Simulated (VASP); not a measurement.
Runs of VASP 6.6.1 on TaC. The structure is cubic, space group Fm-3m (No. 225). The conventional cell has a = 4.446 Å, b = 4.446 Å, c = 4.446 Å, α = 90.00°, β = 90.00°, γ = 90.00°. Within 2.9 Å of Ta (site symmetry m-3m) lie 6 C at 2.22 Å. C (site symmetry m-3m) has 6 Ta at 2.22 Å within 2.9 Å. 

```tsv
k mesh	gap on the mesh (eV)	pressure (GPa)
5 × 5 × 5	none	(b)
9 × 9 × 9	none	5.2
7 × 7 × 7	none	5.0
11 × 11 × 11	none	(a)
4 × 4 × 4	none	6.2
3 × 3 × 3	none	9.6
```

Alike in all rows: task single point; level r2SCAN; potentials or basis VASP PAW PBE potentials, release 64 (Ta_pv, C); no spin polarisation; cell as given; cutoff (eV) 660; smearing fermi-dirac 0.15 eV.

Task: Fill in the values left out.

Result: (a) 5.1; (b) 4.9.

Caveats: some runs use coarse meshes; the PAW data sets were made with another functional, which shifts forces and pressure a little; spin-orbit coupling is left out, which moves the levels of the heavy elements.

A k mesh can miss the band edges, and the runs leave out spin-orbit coupling on Ta.

A gap of «none» marks levels without a gap at the run's occupations.
